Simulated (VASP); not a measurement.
# ZnCu2SnSe4 (I-42m) in VASP: single point with PBEsol+D3(BJ)

Aim: the single point of ZnCu2SnSe4 with PBEsol+D3(BJ).

Program: VASP 6.6.1. These are calculated values, not measurements. Logs are shortened: lines on timing, memory, paths and dates and some standing lists are left out, and cuts for length are marked.

## 1. The cell of the first run

It takes space group I-42m (No. 121, tetragonal). The conventional cell has a = 5.688 Å, b = 5.688 Å, c = 11.338 Å, α = 90.00°, β = 90.00°, γ = 90.00°. Sn (site symmetry -42m) has 4 Se at 2.54 Å within 3.4 Å. Se (site symmetry m) has 1 Zn at 2.43 Å and 2 Cu at 2.44 Å and 1 Sn at 2.54 Å within 3.2 Å. Within 3.2 Å of Zn (site symmetry -42m) lie 4 Se at 2.43 Å. Within 3.2 Å of Cu (site symmetry -4) lie 4 Se at 2.44 Å.

## 2. Single point, PBEsol+D3(BJ)

The input, INCAR:

```
  ALGO = Normal
  EDIFF = 1E-6
  ENCUT = 520
  GGA = PS
  ISIF = 2
  ISMEAR = -1
  IVDW = 12
  LASPH = T
  LCHARG = F
  LREAL = F
  LWAVE = F
  NBANDS = 46
  NELM = 80
  PREC = Accurate
  SIGMA = 0.05
```

The input, KPOINTS:

```
k-points
0
Gamma
  7 7 7
```

The input, POSCAR:

```
ZnCu2SnSe4
1.0
   -2.8441000000      2.8441000000      5.6689000000
    2.8441000000     -2.8441000000      5.6689000000
    2.8441000000      2.8441000000     -5.6689000000
Sn Se Zn Cu
1 4 1 2
Direct
    0.5000000000      0.5000000000      0.0000000000
    0.8873000000      0.3699000000      0.0000000000
    0.1127000000      0.1127000000      0.4826000000
    0.3699000000      0.8873000000      0.0000000000
    0.6301000000      0.6301000000      0.5174000000
    0.0000000000      0.0000000000      0.0000000000
    0.2500000000      0.7500000000      0.5000000000
    0.7500000000      0.2500000000      0.5000000000
```

Potentials or basis: VASP PAW PBE potentials, release 64 (Sn_d, Se, Zn, Cu).

Launch:

```sh
> cat potpaw_PBE.64/Sn_d/POTCAR potpaw_PBE.64/Se/POTCAR potpaw_PBE.64/Zn/POTCAR potpaw_PBE.64/Cu/POTCAR > POTCAR
> mpirun -np 1 vasp_std > vasp.out
```

OUTCAR:

```text
EDIFF = 1E-6
   ENCUT = 520
   GGA = PS
   ISIF = 2
   ISMEAR = -1
   IVDW = 12
   LASPH = T
   LREAL = F
   NELM = 80
   PREC = Accurate
 IVDW          = 12

 ion  position               nearest neighbor table
   1  0.500  0.500  0.000-   5 2.54   2 2.54   4 2.54   3 2.54
   2  0.887  0.370  0.000-   6 2.43   8 2.44   7 2.44   1 2.54
   3  0.113  0.113  0.483-   6 2.43   7 2.44   8 2.44   1 2.54
   4  0.370  0.887  0.000-   6 2.43   7 2.44   8 2.44   1 2.54
   5  0.630  0.630  0.517-   6 2.43   7 2.44   8 2.44   1 2.54
   6  0.000  0.000  0.000-   2 2.43   3 2.43   4 2.43   5 2.43
   7  0.250  0.750  0.500-   3 2.44   4 2.44   5 2.44   2 2.44
   8  0.750  0.250  0.500-   2 2.44   3 2.44   5 2.44   4 2.44

  LATTYP: Found a body centered tetragonal cell.
 ALAT       =     5.6882000000
 C/A-ratio  =     1.9932140220

  Lattice vectors:

 A1 = (  -2.8441000000,   2.8441000000,   5.6689000000)
 A2 = (   2.8441000000,  -2.8441000000,   5.6689000000)
 A3 = (   2.8441000000,   2.8441000000,  -5.6689000000)

Analysis of symmetry for initial positions (statically):
=====================================================================
 Subroutine PRICEL returns:
 Original cell was already a primitive cell.

 Routine SETGRP: Setting up the symmetry group for a
 body centered tetragonal supercell.

 Subroutine GETGRP returns: Found  8 space group operations
 (whereof  8 operations were pure point group operations)
 out of a pool of 16 trial point group operations.

The static configuration has the point symmetry D_2d.

Analysis of symmetry for dynamics (positions and initial velocities):
=====================================================================
 Subroutine PRICEL returns:
 Original cell was already a primitive cell.

 Routine SETGRP: Setting up the symmetry group for a
 body centered tetragonal supercell.

 Subroutine GETGRP returns: Found  8 space group operations
 (whereof  8 operations were pure point group operations)
 out of a pool of 16 trial point group operations.

The dynamic configuration has the point symmetry D_2d.

 Subroutine INISYM returns: Found  8 space group operations
 (whereof  8 operations are pure point group operations),
 and found     1 'primitive' translations

----------------------------------------------------------------------------------------

                                     Primitive cell

  volume of cell :     183.4208

  direct lattice vectors                    reciprocal lattice vectors
    -2.844100000  2.844100000  5.668900000     0.000000000  0.175802539  0.088200533
     2.844100000 -2.844100000  5.668900000     0.175802539  0.000000000  0.088200533
     2.844100000  2.844100000 -5.668900000     0.175802539  0.175802539  0.000000000

  length of vectors
     6.950844325  6.950844325  6.950844325     0.196687230  0.196687230  0.248622334

  position of ions in fractional coordinates (direct lattice)
     0.500000000  0.500000000  0.000000000
     0.887300000  0.369900000  0.000000000
     0.112700000  0.112700000  0.482600000
     0.369900000  0.887300000  0.000000000
     0.630100000  0.630100000  0.517400000
     0.000000000  0.000000000  0.000000000
     0.250000000  0.750000000  0.500000000
     0.750000000  0.250000000  0.500000000

  ion indices of the primitive-cell ions
   primitive index   ion index
                 1           1
                 2           2
                 3           3
                 4           4
                 5           5
                 6           6
                 7           7
                 8           8

----------------------------------------------------------------------------------------

 KPOINTS: k-points

Automatic generation of k-mesh.
 Grid dimensions read from file:
 generate k-points for:    7    7    7

 Generating k-lattice:

  Cartesian coordinates                     Fractional coordinates (reciprocal lattice)
     0.000000000  0.025114648  0.012600076     0.142857143  0.000000000  0.000000000
     0.025114648  0.000000000  0.012600076     0.000000000  0.142857143  0.000000000
     0.025114648  0.025114648  0.000000000     0.000000000  0.000000000  0.142857143

  Length of vectors
     0.028098176  0.028098176  0.035517476

  Shift w.r.t. Gamma in fractional coordinates (k-lattice)
     0.000000000  0.000000000  0.000000000

 Subroutine IBZKPT returns following result:
 ===========================================

 Found     40 irreducible k-points:

 Following reciprocal coordinates:
            Coordinates               Weight
  0.000000  0.000000  0.000000      1.000000
  0.142857  0.000000 -0.000000      8.000000
  0.285714  0.000000 -0.000000      8.000000
  0.428571  0.000000 -0.000000      8.000000
  0.142857  0.142857 -0.000000      8.000000
  0.285714  0.142857 -0.000000     16.000000
[... 16 lines left out ...]
 -0.142857  0.285714  0.142857      8.000000
 -0.428571  0.428571  0.142857      8.000000
 [... further k-points ...]
   k-points           NKPTS =     40   k-points in BZ     NKDIM =     40   number of bands    NBANDS=     46
   number of dos      NEDOS =    301   number of ions     NIONS =      8
   total plane-waves  NPLWV = 157464
   dimension x,y,z NGX =    54 NGY =   54 NGZ =   54
   dimension x,y,z NGXF=   108 NGYF=  108 NGZF=  108
   ions per type =               1   4   1   2
   NGX,Y,Z   is equivalent  to a cutoff of  12.92, 12.92, 12.92 a.u.
   NGXF,Y,Z  is equivalent  to a cutoff of  25.83, 25.83, 25.83 a.u.
 SYSTEM =  unknown system
   PREC   = accura    normal or accurate (medium, high low for compatibility)
   ISTART =      0    job   : 0-new  1-cont  2-samecut
   ICHARG =      2    charge: 1-file 2-atom 10-const
   ISPIN  =      1    spin polarized calculation?
   LNONCOLLINEAR =      F non collinear calculations
   LSORBIT =      F    spin-orbit coupling
   LASPH  =      T    aspherical Exc in radial PAW
   ENCUT  =  520.0 eV  38.22 Ry    6.18 a.u.  12.92 12.92 12.92*2*pi/ulx,y,z
   NELM   =     80;   NELMIN=  2; NELMDL= -5     # of ELM steps
   EDIFF  = 0.1E-05   stopping-criterion for ELM
   LREAL  =      F    real-space projection
   EDIFFG = 0.1E-04   stopping-criterion for IOM
   NSW    =      0    number of steps for IOM
   IBRION =     -1    ionic relax: 0-MD 1-quasi-New 2-CG
   NFREE  =      0    steps in history (QN), initial steepest desc. (CG)
   ISIF   =      2    stress and relaxation
   ISYM   =      2    0-nonsym 1-usesym 2-fastsym
   POTIM  = 0.5000    time-step for ionic-motion
   TEBEG  =    0.0;   TEEND  =   0.0 temperature during run
   PSTRESS=    0.0 pullay stress
   NELECT =      72.0000    total number of electrons
   NUPDOWN=      -1.0000    fix difference up-down
   EMIN   =  10.00;   EMAX   =-10.00  energy-range for DOS
   EFERMI =   0.00;   METHOD = LEGACY
   ISMEAR =    -1;   SIGMA  =   0.05  broadening in eV -4-tet -1-fermi 0-gaus
   EFERMI_NEDOS =   21; number of points for ismear=-14 and -15
   IALGO  =     38    algorithm
   IMIX   =      4    mixing-type and parameters
     AMIX     =   0.40;   BMIX     =  1.00
     AMIX_MAG =   1.60;   BMIX_MAG =  1.00
  volume/ion in A,a.u.               =      22.93       154.72
  Fermi-wavevector in a.u.,A,eV,Ry     =   1.198679  2.265174 19.549271  1.436831
  Thomas-Fermi vector in A             =   2.334561
   LORBIT       =      0    0 simple, 1 ext, 2 COOP (PROOUT), +10 PAW based schemes
   GGA     = PS    functional components
   LHFCALC =     F    Hartree Fock is set to
   AEXX    =    0.0000 exact exchange contribution
   IVDW    =    12    specifies the selected vdW correction
   LEPSILON=     F    determine dielectric tensor
   LRPA    =     F    only Hartree local field effects (RPA)
 non-spin polarized calculation
  energy-cutoff  :      520.00
  volume of cell :      183.42
 maximum number of plane-waves:      4977
 NGX is ok and might be reduce to    54
   NGX = 25   NGY = 25   NGZ = 25

 number of electron      72.0000019 magnetization

 Free energy of the ion-electron system (eV)
  ---------------------------------------------------
  ext. energy  EPLUGINS =         0.00000000
  ---------------------------------------------------
  free energy    TOTEN  =       -32.62651430 eV

  energy without entropy =      -32.62516824  energy(sigma->0) =      -32.62584127

 E-fermi :   3.9711     XC(G=0):  -9.6878

 val. band max:        3.9016565967   @ k =   0.0000   0.0000   0.0000
 cond. band min:       4.2293338651   @ k =   0.4286   0.4286  -0.0000
 fundamental gap:      0.3276772684
 Fermi energy:         3.9710568269

 k-point     1 :       0.0000    0.0000    0.0000
  band No.  band energies     occupation
      1     -18.3553      2.00000
      2     -18.3553      2.00000
      3     -18.3383      2.00000
      4     -18.2921      2.00000
      5     -18.2643      2.00000
      6     -10.5938      2.00000
[... 38 lines left out ...]
     45       8.8022      0.00000
     46       9.9148      0.00000

 k-point     2 :       0.1429    0.0000   -0.0000
  band No.  band energies     occupation
      1     -18.3553      2.00000
      2     -18.3553      2.00000
      3     -18.3384      2.00000
      4     -18.2920      2.00000
      5     -18.2642      2.00000
      6     -10.5332      2.00000
[... 38 lines left out ...]
     45       8.8528      0.00000
     46       9.5884      0.00000

 k-point     3 :       0.2857    0.0000   -0.0000
  band No.  band energies     occupation
      1     -18.3554      2.00000
      2     -18.3553      2.00000
      3     -18.3385      2.00000
      4     -18.2920      2.00000
      5     -18.2641      2.00000
      6     -10.3630      2.00000
[... 1018 lines left out ...]
     45       9.3155      0.00000
     46       9.6682      0.00000

 k-point    24 :      -0.4286    0.4286    0.1429
  band No.  band energies     occupation
      1     -18.3556      2.00000
      2     -18.3554      2.00000
      3     -18.3389      2.00000
      4     -18.2918      2.00000
      5     -18.2638      2.00000
      6      -9.9600      2.00000
[... 38 lines left out ...]
     45       9.2366      0.00000
     46       9.5243      0.00000

 [... further k-points ...]

------------------------ aborting loop because EDIFF is reached ----------------------------------------

 Edisp (eV)   -2.53203

 E8    (eV) :    -1.6480

  FORCE on cell =-STRESS in cart. coord.  units (eV):
  Direction    XX          YY          ZZ          XY          YZ          ZX
  --------------------------------------------------------------------------------------
  -------------------------------------------------------------------------------------
  Total      -2.74541    -2.74541    -1.98395     0.00000    -0.00000     0.00000
  in kB     -23.98108   -23.98108   -17.32973     0.00000    -0.00000     0.00000
  external pressure =      -21.76 kB  Pullay stress =        0.00 kB

 VOLUME and BASIS-vectors are now :
 -----------------------------------------------------------------------------
  energy-cutoff  :      520.00
  volume of cell :      183.42
      direct lattice vectors                 reciprocal lattice vectors
    -2.844100000  2.844100000  5.668900000     0.000000000  0.175802539  0.088200533
     2.844100000 -2.844100000  5.668900000     0.175802539  0.000000000  0.088200533
     2.844100000  2.844100000 -5.668900000     0.175802539  0.175802539  0.000000000

 POSITION                                       TOTAL-FORCE (eV/Angst)
 -----------------------------------------------------------------------------------
      0.00000      0.00000      5.66890        -0.000000      0.000000     -0.000000
     -1.47154      1.47154      7.12694        -0.087220      0.087220      0.828781
      1.37256      1.37256     -1.45804        -0.087220     -0.087220     -0.828781
      1.47154     -1.47154      7.12694         0.087220     -0.087220      0.828781
      1.47154      1.47154      4.21086         0.087220      0.087220     -0.828781
      0.00000      0.00000      0.00000        -0.000000      0.000000     -0.000000
      2.84410      0.00000      2.83445        -0.000000      0.000000     -0.000000
      0.00000      2.84410      2.83445        -0.000000      0.000000     -0.000000
 -----------------------------------------------------------------------------------
    total drift:                               -0.000002     -0.000002      0.000001

  FREE ENERGIE OF THE ION-ELECTRON SYSTEM (eV)
  ---------------------------------------------------
  free  energy   TOTEN  =       -35.1585442852 eV

  energy  without entropy=      -35.1571982286  energy(sigma->0) =      -35.15787126
```

Run time: 22 min. Hardware: 1 thread of Intel Xeon 8259CL, shared host; peak memory 0.62 GiB.

What came out:

| Item | Value |
| --- | --- |
| Free energy | -35.1585 eV |
| Pressure | -2.2 GPa |
| Largest force | 0.838 eV/Å |
| Band gap on the k mesh | zero (filled and empty bands touch) |
| Dispersion energy per atom | -0.317 eV |

Forces on the atoms (eV/Å):
```
Sn   0.000  0.000  0.000
Se  -0.087  0.087  0.829
Se  -0.087 -0.087 -0.829
Se   0.087 -0.087  0.829
Se   0.087  0.087 -0.829
Zn   0.000  0.000  0.000
Cu   0.000  0.000  0.000
Cu   0.000  0.000  0.000
```

Caveat: three body term missing; semilocal functionals underestimate gaps, and a narrow one can read as zero; the PAW data sets were made with another functional, which shifts forces and pressure a little; spin-orbit coupling is left out, which moves the levels of the heavy elements. With open d or f shells a metallic result of PBEsol can be an artefact of self-interaction; +U or a hybrid may open a gap.

The gap in the log of VASP goes by the Fermi energy; the results here count the filled bands.